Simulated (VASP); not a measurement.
Cs:

```
CELL_PARAMETERS angstrom
8.54600 0.00000 0.00000
-4.27300 7.40106 0.00000
0.00000 0.00000 5.23870
ATOMIC_POSITIONS crystal
Cs 0.00000 0.00000 0.00000
Cs 0.33333 0.66667 0.50000
Cs 0.66667 0.33333 0.50000
```

This isn't the form of Cs at room conditions, which is bcc.

* Program: VASP 6.6.1
* Task: relaxation of cell and atoms
* Functional: RPBE
* Potentials or basis: VASP PAW PBE potentials, release 64 (Cs_sv)
* Cutoff: 600 eV
* k mesh: 5 × 5 × 6
* Occupations: fermi-dirac, width 0.1 eV
* Spin: no spin polarisation

At the start: pressure 0.4 GPa; volume 110.45 Å³/atom.

Question: How do energy, volume and symmetry change on relaxing?

Answer: Over 7 steps the energy falls by 25.0 meV/atom and the volume is 132.59 Å³/atom (+20.0 %); space group P6/mmm (No. 191, to 0.1 Å) before and after.

The path:
```csv
step,energy change (eV),largest force (eV/Å),pressure (GPa),volume (Å³)
1,0.0000,0.0000,0.40,331.34
2,-0.0299,0.0000,0.30,344.87
3,-0.0732,0.0000,0.04,387.62
4,-0.0746,0.0000,0.00,396.77
5,-0.0746,0.0000,0.00,398.16
6,-0.0747,0.0000,0.00,398.06
7,-0.0749,0.0000,0.00,397.76
```

Final structure:
```xyz
3
Lattice="9.1555 0.0000 0.0000 -4.5778 7.9289 0.0000 0.0000 0.0000 5.4794" Properties=species:S:1:pos:R:3 pbc="T T T"
Cs    0.0000    0.0000    0.0000
Cs    0.0000    5.2859    2.7397
Cs    4.5778    2.6430    2.7397
```

Caveat: the volume moved by over 15 % at a fixed basis, so the end points are rough; the PAW data sets were made with another functional, which shifts forces and pressure a little.
